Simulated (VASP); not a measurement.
# AlCo (Pm-3m) in VASP: a series of runs

The runs below take AlCo through single point, with PBEsol.

All numbers are computed with VASP 6.6.1; they aren't measurements. Logs are shortened: lines on timing, memory, paths and dates and some standing lists are left out, and cuts for length are marked.

**1. The cell of the first run**

It takes space group Pm-3m (No. 221, cubic). The conventional cell has a = 2.762 Å, b = 2.762 Å, c = 2.762 Å, α = 90.00°, β = 90.00°, γ = 90.00°. Al (site symmetry m-3m) has 8 Co at 2.39 Å and 6 Al at 2.76 Å within 3.2 Å. Co (site symmetry m-3m) has 8 Al at 2.39 Å and 6 Co at 2.76 Å within 3.2 Å.

**2. Single point, PBEsol, collinear spin, ferromagnetic start**

File INCAR:

```
SYSTEM = AlCo
PREC     = Accurate       ! precision mode
ENCUT    = 520            ! plane-wave cutoff, eV
EDIFF    = 1E-6           ! SCF threshold, eV
ISMEAR   = -1             ! smearing method
SIGMA    = 0.1            ! smearing width, eV
LREAL    = .False.        ! projectors in reciprocal space
LASPH    = .True.         ! aspherical terms in the spheres
NELM     = 150            ! most SCF steps
ALGO     = Normal         ! electronic algorithm
ISIF     = 2              ! what is computed and relaxed
LWAVE    = .False.        ! write WAVECAR
LCHARG   = .False.        ! write CHGCAR
ISPIN    = 2              ! spin polarisation
MAGMOM   = 0 3.2          ! initial moments
LORBIT   = 11             ! projections on sites
LMAXMIX  = 4              ! l up to which the mixer works
GGA      = PS             ! functional
NBANDS   = 17             ! bands
```

File KPOINTS:

```
regular mesh
0
Gamma
  10 10 10
  0 0 0
```

File POSCAR:

```
AlCo
1.0
    2.7618450749      0.0000000000      0.0000000000
    0.0000000000      2.7618450749      0.0000000000
    0.0000000000      0.0000000000      2.7618450749
Al Co
1 1
Direct
    0.0000000000      0.0000000000      0.0000000000
    0.5000000000      0.5000000000      0.5000000000
```

Potentials or basis: VASP PAW PBE potentials, release 64 (Al, Co).

Run with:

```sh
$ cat potpaw_PBE.64/Al/POTCAR potpaw_PBE.64/Co/POTCAR > POTCAR
$ mpirun -np 1 vasp_std > vasp.out
```

OUTCAR:

```text
SYSTEM = AlCo
   PREC = Accurate
   ENCUT = 520
   EDIFF = 1E-6
   ISMEAR = -1
   LREAL = .False.
   LASPH = .True.
   NELM = 150
   ISIF = 2
   ISPIN = 2
   LORBIT = 11
   GGA = PS

 ion  position               nearest neighbor table
   1  0.000  0.000  0.000-   2 2.39   2 2.39   2 2.39   2 2.39   2 2.39   2 2.39   2 2.39   2 2.39

   2  0.500  0.500  0.500-   1 2.39   1 2.39   1 2.39   1 2.39   1 2.39   1 2.39   1 2.39   1 2.39

  LATTYP: Found a simple cubic cell.
 ALAT       =     2.7618450749

  Lattice vectors:

 A1 = (   2.7618450749,   0.0000000000,   0.0000000000)
 A2 = (   0.0000000000,   2.7618450749,   0.0000000000)
 A3 = (   0.0000000000,   0.0000000000,   2.7618450749)

Analysis of symmetry for initial positions (statically):
=====================================================================
 Subroutine PRICEL returns:
 Original cell was already a primitive cell.

 Routine SETGRP: Setting up the symmetry group for a
 simple cubic supercell.

 Subroutine GETGRP returns: Found 48 space group operations
 (whereof 48 operations were pure point group operations)
 out of a pool of 48 trial point group operations.

The static configuration has the point symmetry O_h .

Analysis of symmetry for dynamics (positions and initial velocities):
=====================================================================
 Subroutine PRICEL returns:
 Original cell was already a primitive cell.

 Routine SETGRP: Setting up the symmetry group for a
 simple cubic supercell.

 Subroutine GETGRP returns: Found 48 space group operations
 (whereof 48 operations were pure point group operations)
 out of a pool of 48 trial point group operations.

The dynamic configuration has the point symmetry O_h .

Analysis of structural, dynamic, and magnetic symmetry:
=====================================================================
 Subroutine PRICEL returns:
 Original cell was already a primitive cell.

 Routine SETGRP: Setting up the symmetry group for a
 simple cubic supercell.

 Subroutine GETGRP returns: Found 48 space group operations
 (whereof 48 operations were pure point group operations)
 out of a pool of 48 trial point group operations.

The overall configuration has the point symmetry O_h .

 Subroutine INISYM returns: Found 48 space group operations
 (whereof 48 operations are pure point group operations),
 and found     1 'primitive' translations

----------------------------------------------------------------------------------------

                                     Primitive cell

  volume of cell :      21.0668

  direct lattice vectors                    reciprocal lattice vectors
     2.761845075  0.000000000  0.000000000     0.362076790  0.000000000  0.000000000
     0.000000000  2.761845075  0.000000000     0.000000000  0.362076790  0.000000000
     0.000000000  0.000000000  2.761845075     0.000000000  0.000000000  0.362076790

  length of vectors
     2.761845075  2.761845075  2.761845075     0.362076790  0.362076790  0.362076790

  position of ions in fractional coordinates (direct lattice)
     0.000000000  0.000000000  0.000000000
     0.500000000  0.500000000  0.500000000

  ion indices of the primitive-cell ions
   primitive index   ion index
                 1           1
                 2           2

----------------------------------------------------------------------------------------

 KPOINTS: regular mesh

Automatic generation of k-mesh.
 Grid dimensions read from file:
 generate k-points for:   10   10   10

 Generating k-lattice:

  Cartesian coordinates                     Fractional coordinates (reciprocal lattice)
     0.036207679  0.000000000  0.000000000     0.100000000  0.000000000  0.000000000
     0.000000000  0.036207679  0.000000000     0.000000000  0.100000000  0.000000000
     0.000000000  0.000000000  0.036207679     0.000000000  0.000000000  0.100000000

  Length of vectors
     0.036207679  0.036207679  0.036207679

  Shift w.r.t. Gamma in fractional coordinates (k-lattice)
     0.000000000  0.000000000  0.000000000

 Subroutine IBZKPT returns following result:
 ===========================================

 Found     56 irreducible k-points:

 Following reciprocal coordinates:
            Coordinates               Weight
  0.000000  0.000000  0.000000      1.000000
  0.100000  0.000000  0.000000      6.000000
  0.200000  0.000000  0.000000      6.000000
  0.300000  0.000000  0.000000      6.000000
  0.400000  0.000000  0.000000      6.000000
  0.500000  0.000000  0.000000      3.000000
[... 16 lines left out ...]
  0.200000  0.100000  0.100000     24.000000
  0.300000  0.100000  0.100000     24.000000
 [... further k-points ...]
   k-points           NKPTS =     56   k-points in BZ     NKDIM =     56   number of bands    NBANDS=     17
   number of dos      NEDOS =    301   number of ions     NIONS =      2
   total plane-waves  NPLWV =  13824
   dimension x,y,z NGX =    24 NGY =   24 NGZ =   24
   dimension x,y,z NGXF=    48 NGYF=   48 NGZF=   48
   ions per type =               1   1
   NGX,Y,Z   is equivalent  to a cutoff of  14.45, 14.45, 14.45 a.u.
   NGXF,Y,Z  is equivalent  to a cutoff of  28.89, 28.89, 28.89 a.u.
 SYSTEM =  AlCo
   PREC   = accura    normal or accurate (medium, high low for compatibility)
   ISTART =      0    job   : 0-new  1-cont  2-samecut
   ICHARG =      2    charge: 1-file 2-atom 10-const
   ISPIN  =      2    spin polarized calculation?
   LNONCOLLINEAR =      F non collinear calculations
   LSORBIT =      F    spin-orbit coupling
   LASPH  =      T    aspherical Exc in radial PAW
   ENCUT  =  520.0 eV  38.22 Ry    6.18 a.u.   5.14  5.14  5.14*2*pi/ulx,y,z
   NELM   =    150;   NELMIN=  2; NELMDL= -5     # of ELM steps
   EDIFF  = 0.1E-05   stopping-criterion for ELM
   LREAL  =      F    real-space projection
[... 7 lines left out ...]
   TEBEG  =    0.0;   TEEND  =   0.0 temperature during run
   PSTRESS=    0.0 pullay stress
   NELECT =      12.0000    total number of electrons
   NUPDOWN=      -1.0000    fix difference up-down
   EMIN   =  10.00;   EMAX   =-10.00  energy-range for DOS
   EFERMI =   0.00;   METHOD = LEGACY
   ISMEAR =    -1;   SIGMA  =   0.10  broadening in eV -4-tet -1-fermi 0-gaus
   EFERMI_NEDOS =   21; number of points for ismear=-14 and -15
   IALGO  =     38    algorithm
   IMIX   =      4    mixing-type and parameters
     AMIX     =   0.40;   BMIX     =  1.00
     AMIX_MAG =   1.60;   BMIX_MAG =  1.00
  volume/ion in A,a.u.               =      10.53        71.08
  Fermi-wavevector in a.u.,A,eV,Ry     =   1.357071  2.564493 25.057060  1.841642
  Thomas-Fermi vector in A             =   2.484021
   LORBIT       =     11    0 simple, 1 ext, 2 COOP (PROOUT), +10 PAW based schemes
   GGA     = PS    functional components
   LHFCALC =     F    Hartree Fock is set to
   AEXX    =    0.0000 exact exchange contribution
   IVDW    =     0    specifies the selected vdW correction
   LEPSILON=     F    determine dielectric tensor
   LRPA    =     F    only Hartree local field effects (RPA)
 spin polarized calculation
  energy-cutoff  :      520.00
  volume of cell :       21.07
 maximum number of plane-waves:       587
 NGX is ok and might be reduce to    24
   NGX = 11   NGY = 11   NGZ = 11

 number of electron      12.0000002 magnetization      -0.0056623

 number of electron      12.0000002 magnetization       0.0010676

 Free energy of the ion-electron system (eV)
  ---------------------------------------------------
  ext. energy  EPLUGINS =         0.00000000
  ---------------------------------------------------
  free energy    TOTEN  =       -13.03314057 eV

  energy without entropy =      -13.00908322  energy(sigma->0) =      -13.02111189

 E-fermi :  11.7166     XC(G=0): -12.8549

 val. band max:       11.6987781860   @ k =   0.5000   0.4000   0.1000
 cond. band min:      11.8395826744   @ k =   0.5000   0.3000   0.0000
 fundamental gap:      0.1408044884
 Fermi energy:        11.7166246641

 spin component 1

 k-point     1 :       0.0000    0.0000    0.0000
  band No.  band energies     occupation
      1       0.0400      1.00000
      2       8.3222      1.00000
      3       8.3222      1.00000
      4      10.8234      0.99987
      5      10.8235      0.99987
      6      10.8235      0.99987
[... 9 lines left out ...]
     16      36.4023      0.00000
     17      36.4023      0.00000

 k-point     2 :       0.1000    0.0000    0.0000
  band No.  band energies     occupation
      1       0.2428      1.00000
      2       8.3067      1.00000
      3       8.3817      1.00000
      4      10.7104      0.99996
      5      10.7104      0.99996
      6      10.8358      0.99985
[... 9 lines left out ...]
     16      34.5267      0.00000
     17      37.3925      0.00000
[... 421 lines left out ...]
 k-point    24 :       0.3000    0.1000    0.1000
  band No.  band energies     occupation
      1       2.1902      1.00000
      2       7.7179      1.00000
      3       8.7821      1.00000
      4       9.9726      1.00000
      5      10.0858      1.00000
      6      10.6946      0.99996
[... 9 lines left out ...]
     16      34.2430      0.00000
     17      35.1714      0.00000

 [... further k-points ...]

 spin component 2

 k-point     1 :       0.0000    0.0000    0.0000
  band No.  band energies     occupation
      1       0.0398      1.00000
      2       8.3238      1.00000
      3       8.3238      1.00000
      4      10.8242      0.99987
      5      10.8243      0.99987
      6      10.8243      0.99987
[... 9 lines left out ...]
     16      36.4020      0.00000
     17      36.4020      0.00000

 k-point     2 :       0.1000    0.0000    0.0000
  band No.  band energies     occupation
      1       0.2425      1.00000
      2       8.3083      1.00000
      3       8.3834      1.00000
      4      10.7112      0.99996
      5      10.7112      0.99996
      6      10.8366      0.99985
[... 9 lines left out ...]
     16      34.5263      0.00000
     17      37.3936      0.00000
[... 421 lines left out ...]
 k-point    24 :       0.3000    0.1000    0.1000
  band No.  band energies     occupation
      1       2.1899      1.00000
      2       7.7186      1.00000
      3       8.7838      1.00000
      4       9.9733      1.00000
      5      10.0866      1.00000
      6      10.6954      0.99996
[... 9 lines left out ...]
     16      34.2430      0.00000
     17      35.1713      0.00000

 [... further k-points ...]
[... 5 lines left out ...]
  --------------------------------------------------------------------------------------
  -------------------------------------------------------------------------------------
  Total        1.9499261      1.9499261      1.9499261      0.0000000     -0.0000000      0.0000000
  in kB      148.2964603    148.2964603    148.2964603      0.0000000     -0.0000000      0.0000000
  external PRESSURE =     148.2964603 kB  Pullay stress =       0.0000000 kB

 VOLUME and BASIS-vectors are now :
 -----------------------------------------------------------------------------
  energy-cutoff  :      520.00
  volume of cell :       21.07
      direct lattice vectors                 reciprocal lattice vectors
     2.761845075  0.000000000  0.000000000     0.362076790  0.000000000  0.000000000
     0.000000000  2.761845075  0.000000000     0.000000000  0.362076790  0.000000000
     0.000000000  0.000000000  2.761845075     0.000000000  0.000000000  0.362076790

 POSITION                                       TOTAL-FORCE (eV/Angst)
 -----------------------------------------------------------------------------------
      0.00000      0.00000      0.00000         0.000000      0.000000      0.000000
      1.38092      1.38092      1.38092         0.000000      0.000000      0.000000
 -----------------------------------------------------------------------------------
    total drift:                                0.000000     -0.000000     -0.000000

  FREE ENERGIE OF THE ION-ELECTRON SYSTEM (eV)
  ---------------------------------------------------
  free  energy   TOTEN  =       -13.0331405652 eV

  energy  without entropy=      -13.0090832210  energy(sigma->0) =      -13.02111189

 total charge

# of ion       s       p       d       tot
------------------------------------------
    1        0.407   0.473   0.000   0.880
    2        0.475   0.592   7.584   8.651
--------------------------------------------------
tot          0.882   1.065   7.584   9.531

 magnetization (x)

# of ion       s       p       d       tot
------------------------------------------
    1       -0.000  -0.000   0.000  -0.000
    2        0.000  -0.000   0.001   0.001
--------------------------------------------------
tot         -0.000  -0.000   0.001   0.001
```

Run time: 15 s. Hardware: 1 thread of Intel Xeon 6975P-C, shared host; peak memory 0.17 GiB.

What came out:

- Free energy: -13.0331 eV
- Pressure: 14.8 GPa
- Band gap on the k mesh: zero (filled and empty bands overlap)
- Net moment: 0.00 μB per cell
- Valence electrons inside the program's atomic spheres: Al 0.88; Co 8.65

Levels at points of the mesh, in eV from the Fermi level:
Spin up:
```csv
k point,band 4,band 5,band 6,band 7,band 8,band 9
"(0.00, 0.00, 0.00)",-0.89,-0.89,-0.89,6.50,6.50,6.50
"(0.50, 0.00, 0.00)",-1.88,-1.88,-0.76,0.26,8.57,11.17
"(0.50, 0.50, 0.00)",-2.82,-1.67,-1.67,-0.24,2.74,4.13
"(0.50, 0.50, 0.50)",-0.20,-0.20,2.41,2.41,2.41,5.10
```
Spin down:
```
           k point  band 2  band 3  band 4  band 5  band 6  band 7  band 8  band 9  band 10  band 11
(0.00, 0.00, 0.00)   -3.39   -3.39   -0.89   -0.89   -0.89    6.50    6.50    6.50     9.20     9.20
(0.50, 0.00, 0.00)   -7.05   -2.71   -1.88   -1.88   -0.76    0.26    8.57   11.17    11.17    12.77
(0.50, 0.50, 0.00)   -3.43   -2.82   -2.82   -1.67   -1.67   -0.24    2.74    4.13    13.93    16.72
(0.50, 0.50, 0.50)   -4.34   -4.34   -0.20   -0.20    2.41    2.41    2.41    5.10     5.95     5.95
```

Caveat: the starting moments collapsed, and a magnetic state may lie lower; the PAW data sets were made with another functional, which shifts forces and pressure a little.

(Continued in part 2 of 2.)
